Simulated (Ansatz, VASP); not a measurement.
## Ir in VASP and in Ansatz

Contents of INCAR:

```
SYSTEM = Ir
PREC = Accurate
ENCUT = 500
EDIFF = 1E-6
ISMEAR = 1
SIGMA = 0.1
LREAL = .False.
LASPH = .True.
NELM = 120
ALGO = Normal
ISIF = 2
LWAVE = .False.
LCHARG = .False.
GGA = PS
NBANDS = 16
GGA_COMPAT = .False.
```

Contents of KPOINTS:

```
regular mesh
0
Gamma
  8 8 5
  0 0 0
```

File POSCAR:

```
Ir
1.0
    2.7771900000      0.0015200000     -0.0104800000
   -1.3872800000      2.3908300000     -0.0125200000
   -0.0169900000     -0.0332500000      4.4593200000
Ir
2
Direct
    0.6806600000      0.3916000000      0.7404900000
    0.2836000000      0.6097500000      0.2056100000
```

Input for Ansatz:

```yaml
crystal:
  lattice:
    - [2.77719, 0.00152, -0.01048]
    - [-1.38728, 2.39083, -0.01252]
    - [-0.01699, -0.03325, 4.45932]
  atoms:
    - { symbol: Ir, position: [0.68066, 0.3916, 0.74049] }
    - { symbol: Ir, position: [0.2836, 0.60975, 0.20561] }
basis:
  ecutwfc: 540.0
  xc_grid: 2
kpoints:
  mp_grid:
    grid: [8, 8, 5]
hamiltonian:
  xc: pbesol
scf:
  convergence:
    dr2_threshold: 1.0e-09
  occupations:
    method: cold
    width: 0.1
output:
  forces: true
  stress: true
```

Alike in both runs: task single point; functional PBEsol; k mesh 8 × 8 × 5; no spin polarisation.

|  | VASP | Ansatz |
| --- | --- | --- |
| version | VASP 6.6.1 | Ansatz 0.2.0 |
| potentials or method | VASP PAW PBE potentials, release 64 (Ir), cutoff 500 eV | plane waves, PAW |
| occupations | methfessel-paxton of order 1, width 0.1 eV | cold, width 0.1 eV |
| valence electrons in the cell | 18 | 34 |

```csv
,VASP,Ansatz,Ansatz less VASP
pressure (GPa),-7.6,-8.5,-0.83
"traceless stress, the component that is largest in VASP (GPa)",8.99,8.85,-0.141
rms of the force components (eV/Å),1.355,1.324,-0.0309
```

VASP's potentials were made for PBE, not for PBEsol. Atom by atom the forces differ by 0.036 eV/Å (rms over components). VASP's potentials hold 18 valence electrons a cell and Ansatz's 34, so a difference there can come from the potentials and not from the codes. Ansatz's warnings: stress scf threshold loose.

Neither program's run includes spin-orbit coupling.
